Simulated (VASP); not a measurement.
# W3C in VASP: a series of runs

W3C is run at these levels: PBE; tasks: single point.

Program: VASP 6.6.1. These are calculated values, not measurements. Logs are shortened: lines on timing, memory, paths and dates and some standing lists are left out, and cuts for length are marked.

## (1) The cell of the first run

The cell holds a slab with vacuum, 4 atoms: a = 2.855 Å, b = 2.855 Å, c = 19.445 Å, α = 90.00°, β = 90.00°, γ = 90.00°.

## (2) Single point, PBE

The input, INCAR:

```
SYSTEM = W3C
PREC = Accurate
ENCUT = 520
EDIFF = 1E-7
ISMEAR = 0
SIGMA = 0.1
LREAL = .FALSE.
LASPH = .TRUE.
NELM = 100
ALGO = Normal
ISIF = 2
LWAVE = .FALSE.
LCHARG = .TRUE.
LDIPOL = .TRUE.
IDIPOL = 3
DIPOL = 0.5 0.5 0.348
GGA = PE
LELF = .TRUE.
LVHAR = .TRUE.
LVACPOTAV = .TRUE.
NBANDS = 31
```

The input, KPOINTS:

```
regular mesh
0
G
  9 9 1
  0 0 0
```

The input, POSCAR:

```
W3C
1.0
    2.8547213223      0.0000000000      0.0000000000
    0.0000000000      2.8547213223      0.0000000000
    0.0000000000      0.0000000000     19.4446427381
W C
3 1
Direct
    0.5000000000      0.5000000000      0.2057121879
    0.0000000000      0.0000000000      0.3071172995
    0.5000000000      0.5000000000      0.4085774599
    0.8333333333      0.8333333333      0.4707376426
```

Potentials or basis: VASP PAW PBE potentials, release 64 (W_sv, C).

Launch:

```
> cat potpaw_PBE.64/W_sv/POTCAR potpaw_PBE.64/C/POTCAR > POTCAR
> mpirun -np 1 vasp_std > vasp.out
```

OUTCAR:

```text
SYSTEM = W3C
   PREC = Accurate
   ENCUT = 520
   EDIFF = 1E-7
   ISMEAR = 0
   LREAL = .FALSE.
   LASPH = .TRUE.
   NELM = 100
   ISIF = 2
   GGA = PE

 ion  position               nearest neighbor table
   1  0.500  0.500  0.206-   2 2.82   2 2.82   2 2.82   2 2.82
   2  0.000  0.000  0.307-   1 2.82   1 2.82   1 2.82   1 2.82   3 2.82   3 2.82   3 2.82   3 2.82

   3  0.500  0.500  0.409-   4 1.81   4 2.45   4 2.45   2 2.82   2 2.82   2 2.82   2 2.82
   4  0.833  0.833  0.471-   3 1.81   3 2.45   3 2.45

  LATTYP: Found a simple tetragonal cell.
 ALAT       =     2.8547213223
 C/A-ratio  =     6.8113978714

  Lattice vectors:

 A1 = (   2.8547213223,   0.0000000000,   0.0000000000)
 A2 = (   0.0000000000,   2.8547213223,   0.0000000000)
 A3 = (   0.0000000000,   0.0000000000,  19.4446427381)

Analysis of symmetry for initial positions (statically):
=====================================================================
 Subroutine PRICEL returns:
 Original cell was already a primitive cell.

 Routine SETGRP: Setting up the symmetry group for a
 simple tetragonal supercell.

 Subroutine GETGRP returns: Found  2 space group operations
 (whereof  2 operations were pure point group operations)
 out of a pool of 16 trial point group operations.

The static configuration has the point symmetry C_1h.

Analysis of symmetry for dynamics (positions and initial velocities):
=====================================================================
 Subroutine PRICEL returns:
 Original cell was already a primitive cell.

 Routine SETGRP: Setting up the symmetry group for a
 simple tetragonal supercell.

 Subroutine GETGRP returns: Found  2 space group operations
 (whereof  2 operations were pure point group operations)
 out of a pool of 16 trial point group operations.

The dynamic configuration has the point symmetry C_1h.

 Subroutine INISYM returns: Found  2 space group operations
 (whereof  2 operations are pure point group operations),
 and found     1 'primitive' translations

----------------------------------------------------------------------------------------

                                     Primitive cell

  volume of cell :     158.4628

  direct lattice vectors                    reciprocal lattice vectors
     2.854721322  0.000000000  0.000000000     0.350296890  0.000000000  0.000000000
     0.000000000  2.854721322  0.000000000     0.000000000  0.350296890  0.000000000
     0.000000000  0.000000000 19.444642738     0.000000000  0.000000000  0.051428047

  length of vectors
     2.854721322  2.854721322 19.444642738     0.350296890  0.350296890  0.051428047

  position of ions in fractional coordinates (direct lattice)
     0.500000000  0.500000000  0.205712188
     0.000000000  0.000000000  0.307117299
     0.500000000  0.500000000  0.408577460
     0.833333333  0.833333333  0.470737643

  ion indices of the primitive-cell ions
   primitive index   ion index
                 1           1
                 2           2
                 3           3
                 4           4

----------------------------------------------------------------------------------------

 KPOINTS: regular mesh

Automatic generation of k-mesh.
 Grid dimensions read from file:
 generate k-points for:    9    9    1

 Generating k-lattice:

  Cartesian coordinates                     Fractional coordinates (reciprocal lattice)
     0.038921877  0.000000000  0.000000000     0.111111111  0.000000000  0.000000000
     0.000000000  0.038921877  0.000000000     0.000000000  0.111111111  0.000000000
     0.000000000  0.000000000  0.051428047     0.000000000  0.000000000  1.000000000

  Length of vectors
     0.038921877  0.038921877  0.051428047

  Shift w.r.t. Gamma in fractional coordinates (k-lattice)
     0.000000000  0.000000000  0.000000000

 Subroutine IBZKPT returns following result:
 ===========================================

 Found     25 irreducible k-points:

 Following reciprocal coordinates:
            Coordinates               Weight
  0.000000  0.000000  0.000000      1.000000
  0.111111  0.000000  0.000000      4.000000
  0.222222  0.000000  0.000000      4.000000
  0.333333  0.000000  0.000000      4.000000
  0.444444  0.000000  0.000000      4.000000
  0.111111  0.111111  0.000000      2.000000
[... 16 lines left out ...]
 -0.333333  0.444444  0.000000      4.000000
  0.444444  0.444444  0.000000      2.000000
   k-points           NKPTS =     25   k-points in BZ     NKDIM =     25   number of bands    NBANDS=     31
   number of dos      NEDOS =    301   number of ions     NIONS =      4
   total plane-waves  NPLWV =  86400
   dimension x,y,z NGX =    24 NGY =   24 NGZ =  150
   dimension x,y,z NGXF=    48 NGYF=   48 NGZF=  300
   ions per type =               3   1
   NGX,Y,Z   is equivalent  to a cutoff of  13.98, 13.98, 12.82 a.u.
   NGXF,Y,Z  is equivalent  to a cutoff of  27.95, 27.95, 25.65 a.u.
 SYSTEM =  W3C
   PREC   = accura    normal or accurate (medium, high low for compatibility)
   ISTART =      0    job   : 0-new  1-cont  2-samecut
   ICHARG =      2    charge: 1-file 2-atom 10-const
   ISPIN  =      1    spin polarized calculation?
   LNONCOLLINEAR =      F non collinear calculations
   LSORBIT =      F    spin-orbit coupling
   LASPH  =      T    aspherical Exc in radial PAW
   ENCUT  =  520.0 eV  38.22 Ry    6.18 a.u.   5.31  5.31 36.15*2*pi/ulx,y,z
   NELM   =    100;   NELMIN=  2; NELMDL= -5     # of ELM steps
   EDIFF  = 0.1E-06   stopping-criterion for ELM
   LREAL  =      F    real-space projection
   EDIFFG = 0.1E-05   stopping-criterion for IOM
   NSW    =      0    number of steps for IOM
   IBRION =     -1    ionic relax: 0-MD 1-quasi-New 2-CG
   NFREE  =      0    steps in history (QN), initial steepest desc. (CG)
   ISIF   =      2    stress and relaxation
   ISYM   =      2    0-nonsym 1-usesym 2-fastsym
   POTIM  = 0.5000    time-step for ionic-motion
   TEBEG  =    0.0;   TEEND  =   0.0 temperature during run
   PSTRESS=    0.0 pullay stress
   NELECT =      46.0000    total number of electrons
   NUPDOWN=      -1.0000    fix difference up-down
   EMIN   =  10.00;   EMAX   =-10.00  energy-range for DOS
   EFERMI =   0.00;   METHOD = LEGACY
   ISMEAR =     0;   SIGMA  =   0.10  broadening in eV -4-tet -1-fermi 0-gaus
   EFERMI_NEDOS =   21; number of points for ismear=-14 and -15
   IALGO  =     38    algorithm
   IMIX   =      4    mixing-type and parameters
     AMIX     =   0.40;   BMIX     =  1.00
     AMIX_MAG =   1.60;   BMIX_MAG =  1.00
  volume/ion in A,a.u.               =      39.62       267.34
  Fermi-wavevector in a.u.,A,eV,Ry     =   1.083973  2.048411 15.986799  1.174997
  Thomas-Fermi vector in A             =   2.220051
   LORBIT       =      0    0 simple, 1 ext, 2 COOP (PROOUT), +10 PAW based schemes
   GGA     = PE    functional components
   LHFCALC =     F    Hartree Fock is set to
   AEXX    =    0.0000 exact exchange contribution
   IVDW    =     0    specifies the selected vdW correction
   LEPSILON=     F    determine dielectric tensor
   LRPA    =     F    only Hartree local field effects (RPA)
 non-spin polarized calculation
 Gauss-broadening in eV      SIGMA  =   0.10
  energy-cutoff  :      520.00
  volume of cell :      158.46
 maximum number of plane-waves:      4297
 NGX is ok and might be reduce to    24
   NGX = 11   NGY = 11   NGZ = 73

 dipolmoment           0.000000      0.000000     -0.005287 electrons x Angstroem

 number of electron      45.9999996 magnetization

 dipolmoment           0.000000      0.000000      0.074087 electrons x Angstroem

 Free energy of the ion-electron system (eV)
  ---------------------------------------------------
  ext. energy  EPLUGINS =         0.00000000
  ---------------------------------------------------
  free energy    TOTEN  =       -41.55616839 eV

  energy without entropy =      -41.53166278  energy(sigma->0) =      -41.54391559

 E-fermi :   0.1821     XC(G=0):  -5.6912

 val. band max:        0.1646843873   @ k =  -0.2222   0.3333   0.0000
 cond. band min:       0.1873935509   @ k =   0.3333   0.2222   0.0000
 fundamental gap:      0.0227091636
 Fermi energy:         0.1820964934

 k-point     1 :       0.0000    0.0000    0.0000
  band No.  band energies     occupation
      1     -73.6952      2.00000
      2     -73.5530      2.00000
      3     -73.4378      2.00000
      4     -38.2666      2.00000
      5     -37.9443      2.00000
      6     -37.7092      2.00000
[... 23 lines left out ...]
     30       3.7845      0.00000
     31       3.9571      0.00000

 k-point     2 :       0.1111    0.0000    0.0000
  band No.  band energies     occupation
      1     -73.6903      2.00000
      2     -73.5472      2.00000
      3     -73.4360      2.00000
      4     -38.2478      2.00000
      5     -37.9703      2.00000
      6     -37.7544      2.00000
[... 23 lines left out ...]
     30       3.7773      0.00000
     31       4.0847      0.00000

 k-point     3 :       0.2222    0.0000    0.0000
  band No.  band energies     occupation
      1     -73.6779      2.00000
      2     -73.5323      2.00000
      3     -73.4316      2.00000
      4     -38.2204      2.00000
      5     -38.0567      2.00000
      6     -37.9110      2.00000
[... 23 lines left out ...]
     30       3.5683      0.00000
     31       4.1019      0.00000

 k-point     4 :       0.3333    0.0000    0.0000
  band No.  band energies     occupation
      1     -73.6638      2.00000
      2     -73.5144      2.00000
      3     -73.4276      2.00000
      4     -38.2890      2.00000
      5     -38.1808      2.00000
      6     -38.0443      2.00000
[... 23 lines left out ...]
     30       3.9277      0.00000
     31       4.3093      0.00000

 k-point     5 :       0.4444    0.0000    0.0000
  band No.  band energies     occupation
      1     -73.6546      2.00000
      2     -73.5019      2.00000
      3     -73.4258      2.00000
      4     -38.3870      2.00000
      5     -38.2779      2.00000
      6     -38.1545      2.00000
[... 23 lines left out ...]
     30       4.2014      0.00000
     31       4.4111      0.00000
[... 542 lines left out ...]
     30       4.3555      0.00000
     31       5.8284      0.00000

 k-point    22 :       0.4444    0.3333    0.0000
  band No.  band energies     occupation
      1     -73.6290      2.00000
      2     -73.4743      2.00000
      3     -73.4002      2.00000
      4     -38.2900      2.00000
      5     -38.1886      2.00000
      6     -38.1460      2.00000
[... 23 lines left out ...]
     30       5.1804      0.00000
     31       5.8304      0.00000

 k-point    23 :      -0.3333    0.4444    0.0000
  band No.  band energies     occupation
      1     -73.6290      2.00000
      2     -73.4743      2.00000
      3     -73.4002      2.00000
      4     -38.2895      2.00000
      5     -38.1848      2.00000
      6     -38.1395      2.00000
[... 23 lines left out ...]
     30       5.1630      0.00000
     31       6.2937      0.00000

 k-point    24 :       0.4444    0.4444    0.0000
  band No.  band energies     occupation
      1     -73.6214      2.00000
      2     -73.4662      2.00000
      3     -73.3927      2.00000
      4     -38.3340      2.00000
      5     -38.2344      2.00000
      6     -38.1250      2.00000
[... 23 lines left out ...]
     30       5.4353      0.00000
     31       5.8969      0.00000

 [... further k-points ...]

------------------------ aborting loop because EDIFF is reached ----------------------------------------

  FORCE on cell =-STRESS in cart. coord.  units (eV):
  Direction    XX          YY          ZZ          XY          YZ          ZX
  --------------------------------------------------------------------------------------
  -------------------------------------------------------------------------------------
  Total       -1.1754776     -1.1754776      2.2986599      2.4732220      2.1544001      2.1543986
  in kB      -11.8849552    -11.8849552     23.2411651     25.0061178     21.7825908     21.7825763
  external PRESSURE =      -0.1762484 kB  Pullay stress =       0.0000000 kB

 VOLUME and BASIS-vectors are now :
 -----------------------------------------------------------------------------
  energy-cutoff  :      520.00
  volume of cell :      158.46
      direct lattice vectors                 reciprocal lattice vectors
     2.854721322  0.000000000  0.000000000     0.350296890  0.000000000  0.000000000
     0.000000000  2.854721322  0.000000000     0.000000000  0.350296890  0.000000000
     0.000000000  0.000000000 19.444642738     0.000000000  0.000000000  0.051428047

 POSITION                                       TOTAL-FORCE (eV/Angst)
 -----------------------------------------------------------------------------------
      1.42736      1.42736      4.00000         0.089231      0.089231     -0.200167
      0.00000      0.00000      5.97179         0.013100      0.013100     -0.724426
      1.42736      1.42736      7.94464        -2.197522     -2.197522      0.829308
      2.37893      2.37893      9.15333         2.095191      2.095191      0.095286
 -----------------------------------------------------------------------------------
    total drift:                                0.000036      0.000036      0.000114

  FREE ENERGIE OF THE ION-ELECTRON SYSTEM (eV)
  ---------------------------------------------------
  free  energy   TOTEN  =       -41.5561683879 eV

  energy  without entropy=      -41.5316627825  energy(sigma->0) =      -41.54391559

 vacuum level on the upper side and lower side of the slab         6.360         4.714
```

It took 2 min on 1 thread of Intel Xeon 6975P-C (Granite Rapids), shared host; peak memory 0.33 GiB.

What came out:

- Free energy: -41.5562 eV
- Largest force: 3.217 eV/Å
- Band gap on the k mesh: zero (bands 23 and 24 overlap by 1.18 eV)

Forces on the atoms (eV/Å):
```
W    0.089  0.089 -0.200
W    0.013  0.013 -0.724
W   -2.198 -2.198  0.829
C    2.095  2.095  0.095
```

Caveat: spin-orbit coupling is left out, which moves the levels of the heavy elements.

## (3) Single point, PBE

The input, INCAR:

```
PREC = Accurate
ENCUT = 520
EDIFF = 1E-7
ISMEAR = 0
SIGMA = 0.1
LREAL = F
LASPH = T
NELM = 80
ALGO = Normal
ISIF = 2
LWAVE = F
LCHARG = F
LDIPOL = T
IDIPOL = 3
DIPOL = 0.5 0.5 0.354
GGA = PE
NBANDS = 31
```

The input, KPOINTS:

```
regular mesh
0
Gamma
  9 9 1
```

POSCAR, as its differences from that of step 2:

```diff
@@ -11,2 +11,2 @@
     0.5000000000      0.5000000000      0.4085774599
-    0.8333333333      0.8333333333      0.4707376426
+    0.6666666667      0.6666666667      0.4961845465
```

Potentials or basis: VASP PAW PBE potentials, release 64 (W_sv, C).

Launch:

```
> cat potpaw_PBE.64/W_sv/POTCAR potpaw_PBE.64/C/POTCAR > POTCAR
> mpirun -np 1 vasp_std > vasp.out
```

Run time: 1.9 min. Hardware: 1 thread of Intel Xeon 6975P-C (Granite Rapids), shared host; peak memory 0.32 GiB.

Results (log left out):

```yaml
Free_energy: -40.5574 eV
Largest_force: 1.492 eV/Å
Band_gap_on_the_k_mesh: zero (bands 23 and 24 overlap by 0.84 eV)
```

Forces on the atoms (eV/Å):
```
W    0.046  0.046 -0.082
W   -0.027 -0.027 -0.327
W   -1.035 -1.035  0.286
C    1.017  1.017  0.123
```

Levels at points of the mesh, in eV from the Fermi level:
```csv
k point,band 21,band 22,band 23,band 24,band 25,band 26
"(0.00, 0.00, 0.00)",-0.68,-0.10,0.08,0.88,1.36,1.63
```

Caveat: spin-orbit coupling is left out, which moves the levels of the heavy elements.

The gap in the log of VASP goes by the Fermi energy; the results here count the filled bands.